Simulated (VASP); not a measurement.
# H2C19 in VASP: notebook

The runs below take H2C19 through single point, with PBE.

Program: VASP 6.6.1. These are calculated values, not measurements. Logs are shortened: lines on timing, memory, paths and dates and some standing lists are left out, and cuts for length are marked.

## (1) The cell of the first run

The cell holds a slab with vacuum, 21 atoms: a = 7.398 Å, b = 7.398 Å, c = 12.000 Å, α = 90.00°, β = 90.00°, γ = 120.00°.

## (2) Single point, PBE

Input file INCAR:

```
PREC     = Accurate       # precision mode
ENCUT    = 520            # plane-wave cutoff, eV
EDIFF    = 1E-7           # SCF threshold, eV
ISMEAR   = 0              # smearing method
SIGMA    = 0.05           # smearing width, eV
LREAL    = Auto         
LASPH    = T              # aspherical terms in the spheres
NELM     = 100            # most SCF steps
ALGO     = Normal         # electronic algorithm
ISIF     = 2              # what is computed and relaxed
LWAVE    = F              # write WAVECAR
LCHARG   = T              # write CHGCAR
GGA      = PE             # functional
LELF     = T              # ELF
LVHAR    = T            
NBANDS   = 55             # bands
```

Input file KPOINTS:

```
regular mesh
0
Gamma
  2 2 1
```

Input file POSCAR:

```
H2C19
1.0
    7.3980000000      0.0000000000      0.0000000000
   -3.6990000000      6.4068560000      0.0000000000
    0.0000000000      0.0000000000     12.0000000000
C H
19 2
Direct
    0.0123576752      0.0188882946      0.0713716529
    0.2355684632      0.1309975303      0.0710486350
    0.0149330938      0.3518294441      0.0762045342
    0.2319416068      0.4577963273      0.0806504621
    0.0073473562      0.6823304628      0.0802907247
    0.2302009959      0.8010715313      0.1085627813
    0.3489596601      0.0239491820      0.0804104921
    0.5658336053      0.1298217084      0.0762372676
    0.3452168668      0.3507157165      0.0713062866
    0.5684794822      0.4627591129      0.0716512692
    0.3505638374      0.6806898885      0.1089544340
    0.5734844075      0.7993431886      0.0807751203
    0.6793701425      0.0162672786      0.0762853815
    0.9025022994      0.1287293298      0.0712089726
    0.6783224745      0.3529178748      0.0713264203
    0.9013914403      0.4653697666      0.0761686257
    0.6805512641      0.6860037349      0.0713404841
    0.9002749431      0.7956426242      0.0710192600
    0.2900245954      0.7411098444      0.2176712302
    0.4151565900      0.8667735740      0.2650702261
    0.1642803006      0.6158875852      0.2649451395
```

Potentials or basis: VASP PAW PBE potentials, release 64 (C, H).

Command:

```console
$ cat potpaw_PBE.64/C/POTCAR potpaw_PBE.64/H/POTCAR > POTCAR
$ mpirun -np 1 vasp_std > vasp.out
```

OUTCAR:

```text
PREC = Accurate
   ENCUT = 520
   EDIFF = 1E-7
   ISMEAR = 0
   LREAL = Auto
   LASPH = T
   NELM = 100
   ISIF = 2
   GGA = PE

 ion  position               nearest neighbor table
   1  0.012  0.019  0.071-  14 1.41   2 1.43  18 1.43
   2  0.236  0.131  0.071-   9 1.41   7 1.42   1 1.43
   3  0.015  0.352  0.076-   4 1.39  14 1.43  16 1.45
   4  0.232  0.458  0.081-   3 1.39   9 1.42  11 1.47
   5  0.007  0.682  0.080-  16 1.39  18 1.42   6 1.47
   6  0.230  0.801  0.109-   7 1.47   5 1.47  19 1.52  11 1.54
   7  0.349  0.024  0.080-   8 1.39   2 1.42   6 1.47
   8  0.566  0.130  0.076-   7 1.39  15 1.43  13 1.45
   9  0.345  0.351  0.071-   2 1.41   4 1.42  10 1.43
  10  0.568  0.463  0.072-  15 1.41  17 1.43   9 1.43
  11  0.351  0.681  0.109-  12 1.47   4 1.47  19 1.52   6 1.54
  12  0.573  0.799  0.081-  13 1.39  17 1.42  11 1.47
  13  0.679  0.016  0.076-  12 1.39  14 1.43   8 1.45
  14  0.903  0.129  0.071-   1 1.41   3 1.43  13 1.43
  15  0.678  0.353  0.071-  10 1.41  16 1.43   8 1.43
  16  0.901  0.465  0.076-   5 1.39  15 1.43   3 1.45
  17  0.681  0.686  0.071-  18 1.41  12 1.42  10 1.43
  18  0.900  0.796  0.071-  17 1.41   5 1.42   1 1.43
  19  0.290  0.741  0.218-  21 1.09  20 1.09  11 1.52   6 1.52
  20  0.415  0.867  0.265-  19 1.09
  21  0.164  0.616  0.265-  19 1.09

  LATTYP: Found a hexagonal cell.
 ALAT       =     7.3980000000
 C/A-ratio  =     1.6220600162

  Lattice vectors:

 A1 = (   7.3980000000,   0.0000000000,   0.0000000000)
 A2 = (  -3.6990000000,   6.4068560000,   0.0000000000)
 A3 = (   0.0000000000,   0.0000000000,  12.0000000000)

Analysis of symmetry for initial positions (statically):
=====================================================================
 Subroutine PRICEL returns:
 Original cell was already a primitive cell.

 Routine SETGRP: Setting up the symmetry group for a
 hexagonal supercell.

 Subroutine GETGRP returns: Found  1 space group operations
 (whereof  1 operations were pure point group operations)
 out of a pool of 24 trial point group operations.

The static configuration has the point symmetry C_1 .

Analysis of symmetry for dynamics (positions and initial velocities):
=====================================================================
 Subroutine PRICEL returns:
 Original cell was already a primitive cell.

 Routine SETGRP: Setting up the symmetry group for a
 hexagonal supercell.

 Subroutine GETGRP returns: Found  1 space group operations
 (whereof  1 operations were pure point group operations)
 out of a pool of 24 trial point group operations.

The dynamic configuration has the point symmetry C_1 .

 Subroutine INISYM returns: Found  1 space group operations
 (whereof  1 operations are pure point group operations),
 and found     1 'primitive' translations

----------------------------------------------------------------------------------------

                                     Primitive cell

  volume of cell :     568.7750

  direct lattice vectors                    reciprocal lattice vectors
     7.398000000  0.000000000  0.000000000     0.135171668  0.078041398  0.000000000
    -3.699000000  6.406856000  0.000000000     0.000000000  0.156082796  0.000000000
     0.000000000  0.000000000 12.000000000     0.000000000  0.000000000  0.083333333

  length of vectors
     7.398000000  7.398000054 12.000000000     0.156082797  0.156082796  0.083333333

  position of ions in fractional coordinates (direct lattice)
     0.012357675  0.018888295  0.071371653
     0.235568463  0.130997530  0.071048635
     0.014933094  0.351829444  0.076204534
     0.231941607  0.457796327  0.080650462
     0.007347356  0.682330463  0.080290725
     0.230200996  0.801071531  0.108562781
[... 13 lines left out ...]
     0.415156590  0.866773574  0.265070226
     0.164280301  0.615887585  0.264945139

  ion indices of the primitive-cell ions
   primitive index   ion index
                 1           1
                 2           2
                 3           3
                 4           4
                 5           5
                 6           6
[... 13 lines left out ...]
                20          20
                21          21

----------------------------------------------------------------------------------------

 KPOINTS: regular mesh

Automatic generation of k-mesh.
 Grid dimensions read from file:
 generate k-points for:    2    2    1

 Generating k-lattice:

  Cartesian coordinates                     Fractional coordinates (reciprocal lattice)
     0.067585834  0.039020699  0.000000000     0.500000000  0.000000000  0.000000000
     0.000000000  0.078041398  0.000000000     0.000000000  0.500000000  0.000000000
     0.000000000  0.000000000  0.083333333     0.000000000  0.000000000  1.000000000

  Length of vectors
     0.078041399  0.078041398  0.083333333

  Shift w.r.t. Gamma in fractional coordinates (k-lattice)
     0.000000000  0.000000000  0.000000000

 Subroutine IBZKPT returns following result:
 ===========================================

 Found      4 irreducible k-points:

 Following reciprocal coordinates:
            Coordinates               Weight
  0.000000  0.000000  0.000000      1.000000
  0.500000  0.000000  0.000000      1.000000
  0.000000  0.500000  0.000000      1.000000
  0.500000  0.500000  0.000000      1.000000
   k-points           NKPTS =      4   k-points in BZ     NKDIM =      4   number of bands    NBANDS=     55
   number of dos      NEDOS =    301   number of ions     NIONS =     21
   total plane-waves  NPLWV = 282240
   dimension x,y,z NGX =    56 NGY =   56 NGZ =   90
   dimension x,y,z NGXF=   112 NGYF=  112 NGZF=  180
   ions per type =              19   2
   NGX,Y,Z   is equivalent  to a cutoff of  12.58, 12.58, 12.47 a.u.
   NGXF,Y,Z  is equivalent  to a cutoff of  25.17, 25.17, 24.94 a.u.
 SYSTEM =  unknown system
   PREC   = accura    normal or accurate (medium, high low for compatibility)
   ISTART =      0    job   : 0-new  1-cont  2-samecut
   ICHARG =      2    charge: 1-file 2-atom 10-const
   ISPIN  =      1    spin polarized calculation?
   LNONCOLLINEAR =      F non collinear calculations
   LSORBIT =      F    spin-orbit coupling
   LASPH  =      T    aspherical Exc in radial PAW
   ENCUT  =  520.0 eV  38.22 Ry    6.18 a.u.  13.76 13.76 22.31*2*pi/ulx,y,z
   NELM   =    100;   NELMIN=  2; NELMDL= -5     # of ELM steps
   EDIFF  = 0.1E-06   stopping-criterion for ELM
   LREAL  =      T    real-space projection
   EDIFFG = 0.1E-05   stopping-criterion for IOM
   NSW    =      0    number of steps for IOM
   IBRION =     -1    ionic relax: 0-MD 1-quasi-New 2-CG
   NFREE  =      0    steps in history (QN), initial steepest desc. (CG)
   ISIF   =      2    stress and relaxation
   ISYM   =      2    0-nonsym 1-usesym 2-fastsym
   POTIM  = 0.5000    time-step for ionic-motion
   TEBEG  =    0.0;   TEEND  =   0.0 temperature during run
   PSTRESS=    0.0 pullay stress
   NELECT =      78.0000    total number of electrons
   NUPDOWN=      -1.0000    fix difference up-down
   EMIN   =  10.00;   EMAX   =-10.00  energy-range for DOS
   EFERMI =   0.00;   METHOD = LEGACY
   ISMEAR =     0;   SIGMA  =   0.05  broadening in eV -4-tet -1-fermi 0-gaus
   EFERMI_NEDOS =   21; number of points for ismear=-14 and -15
   IALGO  =     38    algorithm
   IMIX   =      4    mixing-type and parameters
     AMIX     =   0.40;   BMIX     =  1.00
     AMIX_MAG =   1.60;   BMIX_MAG =  1.00
  volume/ion in A,a.u.               =      27.08       182.78
  Fermi-wavevector in a.u.,A,eV,Ry     =   0.844228  1.595359  9.697146  0.712720
  Thomas-Fermi vector in A             =   1.959222
   LORBIT       =      0    0 simple, 1 ext, 2 COOP (PROOUT), +10 PAW based schemes
   GGA     = PE    functional components
   LHFCALC =     F    Hartree Fock is set to
   AEXX    =    0.0000 exact exchange contribution
   IVDW    =     0    specifies the selected vdW correction
   LEPSILON=     F    determine dielectric tensor
   LRPA    =     F    only Hartree local field effects (RPA)
 non-spin polarized calculation
 Gauss-broadening in eV      SIGMA  =   0.05
  energy-cutoff  :      520.00
  volume of cell :      568.78
 maximum number of plane-waves:     15363
 NGX is ok and might be reduce to    56
   NGX = 27   NGY = 27   NGZ = 45

 number of electron      77.9999999 magnetization

 Free energy of the ion-electron system (eV)
  ---------------------------------------------------
  ext. energy  EPLUGINS =         0.00000000
  ---------------------------------------------------
  free energy    TOTEN  =      -179.89399020 eV

  energy without entropy =     -179.89394571  energy(sigma->0) =     -179.89396795

 E-fermi :  -1.3507     XC(G=0):  -3.9130

 val. band max:       -1.4707276239   @ k =   0.0000   0.0000   0.0000
 cond. band min:      -1.2307503934   @ k =   0.0000   0.0000   0.0000
 fundamental gap:      0.2399772305
 Fermi energy:        -1.3507390087

 k-point     1 :       0.0000    0.0000    0.0000
  band No.  band energies     occupation
      1     -21.2479      2.00000
      2     -19.5993      2.00000
      3     -18.4539      2.00000
      4     -18.4049      2.00000
      5     -18.3532      2.00000
      6     -18.2764      2.00000
[... 43 lines left out ...]
     50       4.2011      0.00000
     51       4.4289      0.00000

 k-point     2 :       0.5000    0.0000    0.0000
  band No.  band energies     occupation
      1     -20.9207      2.00000
      2     -20.2503      2.00000
      3     -19.4216      2.00000
      4     -18.9382      2.00000
      5     -17.5455      2.00000
      6     -16.5083      2.00000
[... 43 lines left out ...]
     50       4.1035      0.00000
     51       4.2527      0.00000

 k-point     3 :       0.0000    0.5000    0.0000
  band No.  band energies     occupation
      1     -20.9207      2.00000
      2     -20.2505      2.00000
      3     -19.4214      2.00000
      4     -18.9383      2.00000
      5     -17.5457      2.00000
      6     -16.5081      2.00000
[... 43 lines left out ...]
     50       4.1035      0.00000
     51       4.2528      0.00000

 k-point     4 :       0.5000    0.5000    0.0000
  band No.  band energies     occupation
      1     -20.9041      2.00000
      2     -20.2978      2.00000
      3     -19.3211      2.00000
      4     -19.0417      2.00000
      5     -17.4143      2.00000
      6     -16.6389      2.00000
[... 43 lines left out ...]
     50       3.9851      0.00000
     51       4.4297      0.00000
 [bands above 51 left out]

------------------------ aborting loop because EDIFF is reached ----------------------------------------

  FORCE on cell =-STRESS in cart. coord.  units (eV):
  Direction    XX          YY          ZZ          XY          YZ          ZX
  --------------------------------------------------------------------------------------
  -------------------------------------------------------------------------------------
  Total        5.9916896      4.3850451     -0.0320179     -1.3767088     -0.0246223      0.0181862
  in kB       16.8779366     12.3521941     -0.0901908     -3.8780386     -0.0693584      0.0512284
  external PRESSURE =       9.7133133 kB  Pullay stress =       0.0000000 kB

 VOLUME and BASIS-vectors are now :
 -----------------------------------------------------------------------------
  energy-cutoff  :      520.00
  volume of cell :      568.78
      direct lattice vectors                 reciprocal lattice vectors
     7.398000000  0.000000000  0.000000000     0.135171668  0.078041398  0.000000000
    -3.699000000  6.406856000  0.000000000     0.000000000  0.156082796  0.000000000
     0.000000000  0.000000000 12.000000000     0.000000000  0.000000000  0.083333333

 POSITION                                       TOTAL-FORCE (eV/Angst)
 -----------------------------------------------------------------------------------
      0.02155      0.12101      0.85646         0.007255     -0.011109      0.002785
      1.25818      0.83928      0.85258         0.009225     -0.008408      0.008270
     -1.19094      2.25412      0.91445         0.003998      0.023525      0.007356
      0.02252      2.93304      0.96781        -0.020651      0.000759     -0.005587
     -2.46958      4.37159      0.96349         0.005074      0.000894     -0.002237
     -1.26014      5.13235      1.30275        -0.030521      0.016589     -0.030703
[... 13 lines left out ...]
     -0.13487      5.55329      3.18084         0.013024      0.013921      0.007545
     -1.06282      3.94590      3.17934        -0.007890     -0.021230      0.014241
 -----------------------------------------------------------------------------------
    total drift:                                0.002450     -0.030305     -0.007541

  FREE ENERGIE OF THE ION-ELECTRON SYSTEM (eV)
  ---------------------------------------------------
  free  energy   TOTEN  =      -179.8939902007 eV

  energy  without entropy=     -179.8939457065  energy(sigma->0) =     -179.89396795
```

Run time: 2.7 min. Hardware: 1 thread of Intel Xeon 6975P-C (Granite Rapids), shared host; peak memory 0.58 GiB.

What came out:

* Free energy: -179.8940 eV
* Largest force: 0.057 eV/Å
* Band gap on the k mesh: 0.24 eV

Forces in eV/Å, atoms in the order of the input:
```
C    0.007 -0.011  0.003
C    0.009 -0.008  0.008
C    0.004  0.024  0.007
C   -0.021  0.001 -0.006
C    0.005  0.001 -0.002
C   -0.031  0.017 -0.031
C   -0.031 -0.010 -0.015
C    0.026 -0.001  0.010
C    0.015  0.002 -0.011
C   -0.007  0.011  0.010
C    0.029 -0.024 -0.028
C   -0.009 -0.001 -0.013
C   -0.010  0.009  0.003
C   -0.009 -0.002 -0.004
C   -0.004  0.006 -0.007
C    0.022 -0.002  0.003
C   -0.004 -0.005 -0.012
C    0.000  0.002  0.006
C    0.002  0.001  0.057
H    0.013  0.014  0.008
H   -0.008 -0.021  0.014
```

Levels at points of the mesh, in eV from the valence-band top:
```
           k point  band 35  band 36  band 37  band 38  band 39  band 40  band 41  band 42  band 43  band 44
(0.00, 0.00, 0.00)    -3.04    -2.99    -2.61    -0.79     0.00     0.24     1.52     3.11     3.65     4.26
(0.50, 0.00, 0.00)    -3.01    -2.50    -2.46    -2.29    -1.12     1.74     2.04     2.58     2.59     3.80
(0.00, 0.50, 0.00)    -3.01    -2.50    -2.46    -2.29    -1.12     1.74     2.04     2.58     2.59     3.80
(0.50, 0.50, 0.00)    -2.96    -2.52    -2.46    -2.39    -0.55     0.95     2.14     2.59     2.81     3.69
```

Caveat: the k points lie up to 0.49 Å⁻¹ apart.

## (3) Single point, PBE

Input file INCAR:

```
SYSTEM = H2C19
PREC = Accurate ; ENCUT = 520
EDIFF = 1E-6 ; ISMEAR = 0
SIGMA = 0.05 ; LREAL = Auto
LASPH = .TRUE. ; NELM = 60
ALGO = Normal ; ISIF = 2
LWAVE = .FALSE. ; LCHARG = .FALSE.
GGA = PE ; NBANDS = 55
```

Input file KPOINTS:

```
Automatic mesh
0
G
  2 2 1
  0 0 0
```

Input file POSCAR:

```
H2C19
1.0
    7.3980000000      0.0000000000      0.0000000000
   -3.6990000000      6.4068560000      0.0000000000
    0.0000000000      0.0000000000     12.0000000000
C H
19 2
Direct
   -0.0119418634     -0.0019155575      0.0740832824
    0.2077699535      0.1077279367      0.0739815566
   -0.0130999940      0.3283524962      0.0792263130
    0.2100303564      0.4408222284      0.0741862518
   -0.0141520637      0.6650028643      0.0742142134
    0.2089724069      0.7774611509      0.0791433866
    0.3148593340     -0.0055991853      0.0832464891
    0.5377227513      0.1131141470      0.1114527678
    0.3198776871      0.3309684613      0.0743544334
    0.5431162751      0.4430616449      0.0739959347
    0.3225009058      0.6639442434      0.0791782113
    0.5394385199      0.7698392009      0.0833956835
    0.6581166024     -0.0072828873      0.1116388478
    0.8809932252      0.1114121010      0.0834461660
    0.6564491371      0.3359744450      0.0832976046
    0.8733911183      0.4418769842      0.0791875606
    0.6527589296      0.6627705909      0.0740650520
    0.8759918538      0.7748493057      0.0744547555
    0.5977296539      1.0529123510      0.2204454554
    0.7230075255      1.1784063972      0.2678616274
    0.4720232051      0.9274121012      0.2676443470
```

Potentials or basis: VASP PAW PBE potentials, release 64 (C, H).

Command:

```console
$ cat potpaw_PBE.64/C/POTCAR potpaw_PBE.64/H/POTCAR > POTCAR
$ mpirun -np 1 vasp_std > vasp.out
```

It took 2.4 min on 1 thread of Intel Xeon 6975P-C (Granite Rapids), shared host; peak memory 0.58 GiB.

It converged, with:

* Free energy: -179.8944 eV
* Largest force: 0.060 eV/Å
* Band gap on the k mesh: 0.24 eV

Forces on the atoms (eV/Å):
```
C    0.001  0.000 -0.006
C    0.001  0.003 -0.005
C   -0.001  0.008 -0.003
C    0.002  0.001 -0.003
C   -0.001 -0.007 -0.007
C    0.001 -0.008  0.002
C    0.011  0.010 -0.001
C   -0.023  0.011 -0.014
C    0.008 -0.002 -0.001
C    0.002  0.005 -0.006
C   -0.009  0.006  0.006
C    0.002  0.012 -0.004
C    0.027 -0.017 -0.028
C   -0.013 -0.009 -0.006
C   -0.008 -0.001 -0.006
C    0.007 -0.003  0.004
C    0.003 -0.006 -0.004
C   -0.005 -0.004 -0.003
C   -0.007  0.002  0.060
H    0.009  0.012  0.010
H   -0.005 -0.012  0.014
```

Levels at points of the mesh, in eV from the valence-band top:
| k point | band 36 | band 37 | band 38 | band 39 | band 40 | band 41 | band 42 | band 43 |
| --- | --- | --- | --- | --- | --- | --- | --- | --- |
| (0.00, 0.00, 0.00) | -2.99 | -2.61 | -0.79 | 0.00 | 0.24 | 1.53 | 3.11 | 3.65 |
| (0.50, 0.00, 0.00) | -2.50 | -2.46 | -2.29 | -1.12 | 1.74 | 2.04 | 2.58 | 2.59 |
| (0.00, 0.50, 0.00) | -2.50 | -2.46 | -2.29 | -1.12 | 1.74 | 2.04 | 2.58 | 2.59 |
| (0.50, 0.50, 0.00) | -2.52 | -2.46 | -2.39 | -0.55 | 0.95 | 2.14 | 2.59 | 2.81 |

Caveat: the k points lie up to 0.49 Å⁻¹ apart.
